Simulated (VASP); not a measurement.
# WSe2 in VASP: settings compared

Aim: see how the results for WSe2 move with the level of theory and the settings. Levels: PBE, r2SCAN. Tasks: single point.

Program: VASP 6.6.1. These are calculated values, not measurements. Logs are shortened: lines on timing, memory, paths and dates and some standing lists are left out, and cuts for length are marked.

## Step 1: The cell of the first run

The typed cell holds 6 atoms: a = 3.300 Å, b = 3.300 Å, c = 13.150 Å, α = 90.00°, β = 90.00°, γ = 120.00°.

## Step 2: Single point, PBE

The input, INCAR:

```
SYSTEM = WSe2
PREC     = Accurate       ! precision mode
ENCUT    = 520            ! plane-wave cutoff, eV
EDIFF    = 1E-6           ! SCF threshold, eV
ISMEAR   = 0              ! smearing method
SIGMA    = 0.01           ! smearing width, eV
LREAL    = .FALSE.        ! projectors in reciprocal space
LASPH    = .TRUE.         ! aspherical terms in the spheres
NELM     = 100            ! most SCF steps
ALGO     = Normal         ! electronic algorithm
ISIF     = 2              ! what is computed and relaxed
LWAVE    = .FALSE.        ! write WAVECAR
LCHARG   = .FALSE.        ! write CHGCAR
GGA      = PE             ! functional
NBANDS   = 35             ! bands
```

The input, KPOINTS:

```
Automatic mesh
0
G
  12 12 2
  0 0 0
```

The input, POSCAR:

```
WSe2
1.0
    3.2997362295      0.0000000000      0.0000000000
   -1.6498681147      2.8576554006      0.0000000000
    0.0000000000      0.0000000000     13.1496873796
W Se
2 4
Direct
    0.6666666667      0.3333333333      0.2499833653
    0.3333333333      0.6666666667      0.7500166347
    0.3333333333      0.6666666667      0.3766383646
    0.6666666667      0.3333333333      0.8766715874
    0.3333333333      0.6666666667      0.1233284126
    0.6666666667      0.3333333333      0.6233616354
```

Potentials or basis: VASP PAW PBE potentials, release 64 (W_sv, Se).

Started as:

```bash
cat potpaw_PBE.64/W_sv/POTCAR potpaw_PBE.64/Se/POTCAR > POTCAR
mpirun -np 1 vasp_std > vasp.out
```

OUTCAR:

```text
SYSTEM = WSe2
   PREC = Accurate
   ENCUT = 520
   EDIFF = 1E-6
   ISMEAR = 0
   LREAL = .FALSE.
   LASPH = .TRUE.
   NELM = 100
   ISIF = 2
   GGA = PE

 ion  position               nearest neighbor table
   1  0.667  0.333  0.250-   5 2.53   5 2.53   5 2.53   3 2.53   3 2.53   3 2.53
   2  0.333  0.667  0.750-   4 2.53   4 2.53   4 2.53   6 2.53   6 2.53   6 2.53
   3  0.333  0.667  0.377-   1 2.53   1 2.53   1 2.53
   4  0.667  0.333  0.877-   2 2.53   2 2.53   2 2.53
   5  0.333  0.667  0.123-   1 2.53   1 2.53   1 2.53
   6  0.667  0.333  0.623-   2 2.53   2 2.53   2 2.53

  LATTYP: Found a hexagonal cell.
 ALAT       =     3.2997362295
 C/A-ratio  =     3.9850722800

  Lattice vectors:

 A1 = (   3.2997362295,   0.0000000000,   0.0000000000)
 A2 = (  -1.6498681147,   2.8576554006,   0.0000000000)
 A3 = (   0.0000000000,   0.0000000000,  13.1496873796)

Analysis of symmetry for initial positions (statically):
=====================================================================
 Subroutine PRICEL returns:
 Original cell was already a primitive cell.

 Routine SETGRP: Setting up the symmetry group for a
 hexagonal supercell.

 Subroutine GETGRP returns: Found 12 space group operations
 (whereof 12 operations were pure point group operations)
 out of a pool of 24 trial point group operations.

The static configuration has the point symmetry D_3d.

Analysis of symmetry for dynamics (positions and initial velocities):
=====================================================================
 Subroutine PRICEL returns:
 Original cell was already a primitive cell.

 Routine SETGRP: Setting up the symmetry group for a
 hexagonal supercell.

 Subroutine GETGRP returns: Found 12 space group operations
 (whereof 12 operations were pure point group operations)
 out of a pool of 24 trial point group operations.

The dynamic configuration has the point symmetry D_3d.

 Subroutine INISYM returns: Found 12 space group operations
 (whereof 12 operations are pure point group operations),
 and found     1 'primitive' translations

----------------------------------------------------------------------------------------

                                     Primitive cell

  volume of cell :     123.9951

  direct lattice vectors                    reciprocal lattice vectors
     3.299736230  0.000000000  0.000000000     0.303054526  0.174968612  0.000000000
    -1.649868115  2.857655401  0.000000000     0.000000000  0.349937225  0.000000000
     0.000000000  0.000000000 13.149687380     0.000000000  0.000000000  0.076047435

  length of vectors
     3.299736230  3.299736230 13.149687380     0.349937225  0.349937225  0.076047435

  position of ions in fractional coordinates (direct lattice)
     0.666666667  0.333333333  0.249983365
     0.333333333  0.666666667  0.750016635
     0.333333333  0.666666667  0.376638365
     0.666666667  0.333333333  0.876671587
     0.333333333  0.666666667  0.123328413
     0.666666667  0.333333333  0.623361635

  ion indices of the primitive-cell ions
   primitive index   ion index
                 1           1
                 2           2
                 3           3
                 4           4
                 5           5
                 6           6

----------------------------------------------------------------------------------------

 KPOINTS: Automatic mesh

Automatic generation of k-mesh.
 Grid dimensions read from file:
 generate k-points for:   12   12    2

 Generating k-lattice:

  Cartesian coordinates                     Fractional coordinates (reciprocal lattice)
     0.025254544  0.014580718  0.000000000     0.083333333  0.000000000  0.000000000
     0.000000000  0.029161435  0.000000000     0.000000000  0.083333333  0.000000000
     0.000000000  0.000000000  0.038023718     0.000000000  0.000000000  0.500000000

  Length of vectors
     0.029161435  0.029161435  0.038023718

  Shift w.r.t. Gamma in fractional coordinates (k-lattice)
     0.000000000  0.000000000  0.000000000

 Subroutine IBZKPT returns following result:
 ===========================================

 Found     38 irreducible k-points:

 Following reciprocal coordinates:
            Coordinates               Weight
  0.000000  0.000000  0.000000      1.000000
  0.083333 -0.000000  0.000000      6.000000
  0.166667  0.000000  0.000000      6.000000
  0.250000  0.000000  0.000000      6.000000
  0.333333  0.000000  0.000000      6.000000
  0.416667 -0.000000  0.000000      6.000000
[... 16 lines left out ...]
  0.250000  0.000000  0.500000      6.000000
  0.333333  0.000000  0.500000      6.000000
 [... further k-points ...]
   k-points           NKPTS =     38   k-points in BZ     NKDIM =     38   number of bands    NBANDS=     35
   number of dos      NEDOS =    301   number of ions     NIONS =      6
   total plane-waves  NPLWV =  76832
   dimension x,y,z NGX =    28 NGY =   28 NGZ =   98
   dimension x,y,z NGXF=    56 NGYF=   56 NGZF=  196
   ions per type =               2   4
   NGX,Y,Z   is equivalent  to a cutoff of  14.11, 14.11, 12.39 a.u.
   NGXF,Y,Z  is equivalent  to a cutoff of  28.21, 28.21, 24.78 a.u.
 SYSTEM =  WSe2
   PREC   = accura    normal or accurate (medium, high low for compatibility)
   ISTART =      0    job   : 0-new  1-cont  2-samecut
   ICHARG =      2    charge: 1-file 2-atom 10-const
   ISPIN  =      1    spin polarized calculation?
   LNONCOLLINEAR =      F non collinear calculations
   LSORBIT =      F    spin-orbit coupling
   LASPH  =      T    aspherical Exc in radial PAW
   ENCUT  =  520.0 eV  38.22 Ry    6.18 a.u.   6.14  6.14 24.45*2*pi/ulx,y,z
   NELM   =    100;   NELMIN=  2; NELMDL= -5     # of ELM steps
   EDIFF  = 0.1E-05   stopping-criterion for ELM
   LREAL  =      F    real-space projection
   EDIFFG = 0.1E-04   stopping-criterion for IOM
   NSW    =      0    number of steps for IOM
   IBRION =     -1    ionic relax: 0-MD 1-quasi-New 2-CG
   NFREE  =      0    steps in history (QN), initial steepest desc. (CG)
   ISIF   =      2    stress and relaxation
   ISYM   =      2    0-nonsym 1-usesym 2-fastsym
   POTIM  = 0.5000    time-step for ionic-motion
   TEBEG  =    0.0;   TEEND  =   0.0 temperature during run
   PSTRESS=    0.0 pullay stress
   NELECT =      52.0000    total number of electrons
   NUPDOWN=      -1.0000    fix difference up-down
   EMIN   =  10.00;   EMAX   =-10.00  energy-range for DOS
   EFERMI =   0.00;   METHOD = LEGACY
   ISMEAR =     0;   SIGMA  =   0.01  broadening in eV -4-tet -1-fermi 0-gaus
   EFERMI_NEDOS =   21; number of points for ismear=-14 and -15
   IALGO  =     38    algorithm
   IMIX   =      4    mixing-type and parameters
     AMIX     =   0.40;   BMIX     =  1.00
     AMIX_MAG =   1.60;   BMIX_MAG =  1.00
  volume/ion in A,a.u.               =      20.67       139.46
  Fermi-wavevector in a.u.,A,eV,Ry     =   1.225390  2.315652 20.430255  1.501581
  Thomas-Fermi vector in A             =   2.360430
   LORBIT       =      0    0 simple, 1 ext, 2 COOP (PROOUT), +10 PAW based schemes
   GGA     = PE    functional components
   LHFCALC =     F    Hartree Fock is set to
   AEXX    =    0.0000 exact exchange contribution
   IVDW    =     0    specifies the selected vdW correction
   LEPSILON=     F    determine dielectric tensor
   LRPA    =     F    only Hartree local field effects (RPA)
 non-spin polarized calculation
 Gauss-broadening in eV      SIGMA  =   0.01
  energy-cutoff  :      520.00
  volume of cell :      124.00
 maximum number of plane-waves:      3378
 NGX is ok and might be reduce to    28
   NGX = 13   NGY = 13   NGZ = 49

 number of electron      51.9999996 magnetization

 Free energy of the ion-electron system (eV)
  ---------------------------------------------------
  ext. energy  EPLUGINS =         0.00000000
  ---------------------------------------------------
  free energy    TOTEN  =       -43.16163338 eV

  energy without entropy =      -43.16163338  energy(sigma->0) =      -43.16163338

 E-fermi :   6.0825     XC(G=0): -10.6218

 val. band max:        6.0369012916   @ k =   0.0000   0.0000   0.0000
 cond. band min:       7.0757460119   @ k =   0.1667   0.1667   0.0000
 fundamental gap:      1.0388447203
 Fermi energy:         6.0824936210

 k-point     1 :       0.0000    0.0000    0.0000
  band No.  band energies     occupation
      1     -68.2867      2.00000
      2     -68.2866      2.00000
      3     -32.5273      2.00000
      4     -32.5273      2.00000
      5     -32.4128      2.00000
      6     -32.4128      2.00000
[... 27 lines left out ...]
     34       8.9759      0.00000
     35      10.4652      0.00000

 k-point     2 :       0.0833   -0.0000    0.0000
  band No.  band energies     occupation
      1     -68.2860      2.00000
      2     -68.2860      2.00000
      3     -32.5244      2.00000
      4     -32.5244      2.00000
      5     -32.4282      2.00000
      6     -32.4282      2.00000
[... 27 lines left out ...]
     34       8.9211      0.00000
     35      11.0849      0.00000

 k-point     3 :       0.1667    0.0000    0.0000
  band No.  band energies     occupation
      1     -68.2842      2.00000
      2     -68.2842      2.00000
      3     -32.5164      2.00000
      4     -32.5163      2.00000
      5     -32.4699      2.00000
      6     -32.4699      2.00000
[... 27 lines left out ...]
     34       9.3750      0.00000
     35      12.0191      0.00000

 k-point     4 :       0.2500    0.0000    0.0000
  band No.  band energies     occupation
      1     -68.2817      2.00000
      2     -68.2817      2.00000
      3     -32.5264      2.00000
      4     -32.5264      2.00000
      5     -32.5054      2.00000
      6     -32.5054      2.00000
[... 27 lines left out ...]
     34       9.8394      0.00000
     35      12.3663      0.00000

 k-point     5 :       0.3333    0.0000    0.0000
  band No.  band energies     occupation
      1     -68.2793      2.00000
      2     -68.2792      2.00000
      3     -32.5823      2.00000
      4     -32.5823      2.00000
      5     -32.4944      2.00000
      6     -32.4944      2.00000
[... 638 lines left out ...]
 k-point    22 :       0.1667    0.0000    0.5000
  band No.  band energies     occupation
      1     -68.2842      2.00000
      2     -68.2842      2.00000
      3     -32.5163      2.00000
      4     -32.5163      2.00000
      5     -32.4699      2.00000
      6     -32.4699      2.00000
[... 27 lines left out ...]
     34       9.3055      0.00000
     35      12.3271      0.00000

 k-point    23 :       0.2500    0.0000    0.5000
  band No.  band energies     occupation
      1     -68.2817      2.00000
      2     -68.2817      2.00000
      3     -32.5264      2.00000
      4     -32.5264      2.00000
      5     -32.5054      2.00000
      6     -32.5054      2.00000
[... 27 lines left out ...]
     34       9.7141      0.00000
     35      12.4147      0.00000

 k-point    24 :       0.3333    0.0000    0.5000
  band No.  band energies     occupation
      1     -68.2792      2.00000
      2     -68.2792      2.00000
      3     -32.5823      2.00000
      4     -32.5823      2.00000
      5     -32.4944      2.00000
      6     -32.4944      2.00000
[... 27 lines left out ...]
     34       9.9956      0.00000
     35      11.6638      0.00000

 [... further k-points ...]

------------------------ aborting loop because EDIFF is reached ----------------------------------------

  FORCE on cell =-STRESS in cart. coord.  units (eV):
  Direction    XX          YY          ZZ          XY          YZ          ZX
  --------------------------------------------------------------------------------------
  -------------------------------------------------------------------------------------
  Total        2.3868854      2.3868854      3.7276225      0.0000000      0.0000000      0.0000000
  in kB       30.8416532     30.8416532     48.1657134      0.0000000      0.0000000      0.0000000
  external PRESSURE =      36.6163399 kB  Pullay stress =       0.0000000 kB

 VOLUME and BASIS-vectors are now :
 -----------------------------------------------------------------------------
  energy-cutoff  :      520.00
  volume of cell :      124.00
      direct lattice vectors                 reciprocal lattice vectors
     3.299736230  0.000000000  0.000000000     0.303054526  0.174968612  0.000000000
    -1.649868115  2.857655401  0.000000000     0.000000000  0.349937225  0.000000000
     0.000000000  0.000000000 13.149687380     0.000000000  0.000000000  0.076047435

 POSITION                                       TOTAL-FORCE (eV/Angst)
 -----------------------------------------------------------------------------------
      1.64987      0.95255      3.28720         0.000000      0.000000      0.000090
     -0.00000      1.90510      9.86248        -0.000000     -0.000000     -0.000090
     -0.00000      1.90510      4.95268        -0.000000     -0.000000      0.323793
      1.64987      0.95255     11.52796         0.000000     -0.000000      0.323555
     -0.00000      1.90510      1.62173        -0.000000      0.000000     -0.323555
      1.64987      0.95255      8.19701        -0.000000      0.000000     -0.323793
 -----------------------------------------------------------------------------------
    total drift:                                0.000000     -0.000000      0.000000

  FREE ENERGIE OF THE ION-ELECTRON SYSTEM (eV)
  ---------------------------------------------------
  free  energy   TOTEN  =       -43.1616333797 eV

  energy  without entropy=      -43.1616333797  energy(sigma->0) =      -43.16163338
```

Wall time 3 min (1 thread of Intel Xeon 6975P-C, shared host); peak memory 0.33 GiB.

What came out:

* Free energy: -43.1616 eV
* Pressure: 3.7 GPa
* Largest force: 0.324 eV/Å
* Band gap on the k mesh: 1.04 eV, indirect (least direct gap 1.49 eV)

Forces in eV/Å, atoms in the order of the input:
```
W    0.000  0.000  0.000
W    0.000  0.000  0.000
Se   0.000  0.000  0.324
Se   0.000  0.000  0.324
Se   0.000  0.000 -0.324
Se   0.000  0.000 -0.324
```

Levels at points of the mesh, in eV from the valence-band top:
| k point | band 24 | band 25 | band 26 | band 27 | band 28 | band 29 |
| --- | --- | --- | --- | --- | --- | --- |
| (0.00, 0.00, 0.00) | -1.16 | -1.03 | 0.00 | 2.64 | 2.64 | 2.68 |
| (0.50, 0.00, 0.00) | -1.36 | -1.26 | -1.16 | 2.10 | 2.13 | 2.34 |
| (0.00, 0.00, 0.50) | -1.55 | -0.22 | -0.22 | 2.65 | 2.65 | 2.65 |
| (0.50, 0.00, 0.50) | -1.31 | -1.26 | -1.26 | 2.11 | 2.11 | 2.50 |

Caveat: spin-orbit coupling is left out, which moves the levels of the heavy elements.

## Step 3: Single point, r2SCAN

POSCAR is that of step 2.

The input, INCAR.step1:

```
SYSTEM = WSe2
PREC = Accurate
ENCUT = 520
ISMEAR = 0
SIGMA = 0.01
LREAL = .FALSE.
LASPH = .TRUE.
NELM = 100
NBANDS = 35
GGA = PE
ALGO = Normal
EDIFF = 1E-4
LWAVE = .TRUE.
LCHARG = .FALSE.
```

The input, INCAR.step2:

```
SYSTEM = WSe2
PREC = Accurate
ENCUT = 520
EDIFF = 1E-7
ISMEAR = 0
SIGMA = 0.01
LREAL = .FALSE.
LASPH = .TRUE.
NELM = 100
ALGO = Normal
ISIF = 2
LWAVE = .FALSE.
LCHARG = .FALSE.
METAGGA = R2SCAN
LMIXTAU = .TRUE.
NBANDS = 35
ISTART = 1
```

The input, KPOINTS:

```
regular mesh
0
G
  12 12 2
  0 0 0
```

Potentials or basis: VASP PAW PBE potentials, release 64 (W_sv, Se).

Started as:

```bash
cat potpaw_PBE.64/W_sv/POTCAR potpaw_PBE.64/Se/POTCAR > POTCAR
cp INCAR.step1 INCAR
mpirun -np 1 vasp_std > vasp.out
cp INCAR.step2 INCAR
mpirun -np 1 vasp_std > vasp.out
```

OUTCAR:

```text
SYSTEM = WSe2
   PREC = Accurate
   ENCUT = 520
   EDIFF = 1E-7
   ISMEAR = 0
   LREAL = .FALSE.
   LASPH = .TRUE.
   NELM = 100
   ISIF = 2
   METAGGA = R2SCAN
   ISTART = 1

 ion  position               nearest neighbor table
   1  0.667  0.333  0.250-   5 2.53   5 2.53   5 2.53   3 2.53   3 2.53   3 2.53
   2  0.333  0.667  0.750-   4 2.53   4 2.53   4 2.53   6 2.53   6 2.53   6 2.53
   3  0.333  0.667  0.377-   1 2.53   1 2.53   1 2.53
   4  0.667  0.333  0.877-   2 2.53   2 2.53   2 2.53
   5  0.333  0.667  0.123-   1 2.53   1 2.53   1 2.53
[... 1121 lines left out ...]
  -------------------------------------------------------------------------------------
  Total        1.2943973      1.2943973      1.2178199      0.0000000      0.0000000      0.0000000
  in kB       16.7252906     16.7252906     15.7358110      0.0000000      0.0000000      0.0000000
  external PRESSURE =      16.3954641 kB  Pullay stress =       0.0000000 kB

 VOLUME and BASIS-vectors are now :
 -----------------------------------------------------------------------------
  energy-cutoff  :      520.00
  volume of cell :      124.00
      direct lattice vectors                 reciprocal lattice vectors
     3.299736230  0.000000000  0.000000000     0.303054526  0.174968612  0.000000000
    -1.649868115  2.857655401  0.000000000     0.000000000  0.349937225  0.000000000
     0.000000000  0.000000000 13.149687380     0.000000000  0.000000000  0.076047435

 POSITION                                       TOTAL-FORCE (eV/Angst)
 -----------------------------------------------------------------------------------
      1.64987      0.95255      3.28720         0.000000     -0.000000      0.000095
     -0.00000      1.90510      9.86248        -0.000000      0.000000     -0.000095
     -0.00000      1.90510      4.95268         0.000000      0.000000      0.007060
      1.64987      0.95255     11.52796         0.000000      0.000000      0.006753
     -0.00000      1.90510      1.62173         0.000000     -0.000000     -0.006753
      1.64987      0.95255      8.19701        -0.000000      0.000000     -0.007060
 -----------------------------------------------------------------------------------
    total drift:                                0.000000     -0.000000      0.000000

  FREE ENERGIE OF THE ION-ELECTRON SYSTEM (eV)
  ---------------------------------------------------
  free  energy   TOTEN  =      -163.5644658301 eV

  energy  without entropy=     -163.5644658301  energy(sigma->0) =     -163.56446583
```

OSZICAR.step1:

```text
N       E                     dE             d eps       ncg     rms          rms(c)
DAV:   1     0.502318697132E+03    0.50232E+03   -0.27785E+04  2956   0.144E+03
DAV:   2    -0.132075796387E+02   -0.51553E+03   -0.49765E+03  3093   0.388E+02
DAV:   3    -0.443551897289E+02   -0.31148E+02   -0.30627E+02  3258   0.903E+01
DAV:   4    -0.450730489837E+02   -0.71786E+00   -0.71319E+00  3193   0.138E+01
DAV:   5    -0.450829156023E+02   -0.98666E-02   -0.98534E-02  3248   0.175E+00    0.298E+01
DAV:   6    -0.435482492324E+02    0.15347E+01   -0.59795E+00  2923   0.161E+01    0.106E+01
DAV:   7    -0.433280537018E+02    0.22020E+00   -0.27027E+00  2836   0.796E+00    0.564E+00
DAV:   8    -0.431602526820E+02    0.16780E+00   -0.36303E-01  2946   0.418E+00    0.125E+00
DAV:   9    -0.431631012266E+02   -0.28485E-02   -0.56572E-02  3137   0.115E+00    0.885E-01
DAV:  10    -0.431616510514E+02    0.14502E-02   -0.12527E-02  2939   0.751E-01    0.133E-01
DAV:  11    -0.431616630135E+02   -0.11962E-04   -0.16253E-03  2914   0.258E-01    0.177E-01
DAV:  12    -0.431616237132E+02    0.39300E-04   -0.57726E-05  1649   0.508E-02
   1 F= -.43161624E+02 E0= -.43161624E+02  d E =-.778228E-14
```

It took 9.8 min on 1 thread of Intel Xeon 6975P-C, shared host; peak memory 0.38 GiB.

What came out:

```
Free energy            : -163.5645 eV
Pressure               : 1.6 GPa
Largest force          : 0.007 eV/Å
Band gap on the k mesh : 1.16 eV, indirect (least direct gap 1.61 eV)
```

Forces on the atoms (eV/Å):
```
W    0.000  0.000  0.000
W    0.000  0.000  0.000
Se   0.000  0.000  0.007
Se   0.000  0.000  0.007
Se   0.000  0.000 -0.007
Se   0.000  0.000 -0.007
```

Stress tensor (GPa, compression positive):
```
1.67 0.00 0.00
0.00 1.67 0.00
0.00 0.00 1.57
```

Levels at points of the mesh, in eV from the valence-band top:
```tsv
k point	band 24	band 25	band 26	band 27	band 28	band 29
(0.00, 0.00, 0.00)	-1.29	-1.05	0.00	2.76	2.76	2.81
(0.50, 0.00, 0.00)	-1.47	-1.33	-1.30	2.21	2.25	2.46
(0.00, 0.00, 0.50)	-1.68	-0.25	-0.25	2.77	2.77	2.77
(0.50, 0.00, 0.50)	-1.41	-1.39	-1.39	2.23	2.23	2.62
```

Caveat: the PAW data sets were made with another functional, which shifts forces and pressure a little; spin-orbit coupling is left out, which moves the levels of the heavy elements.
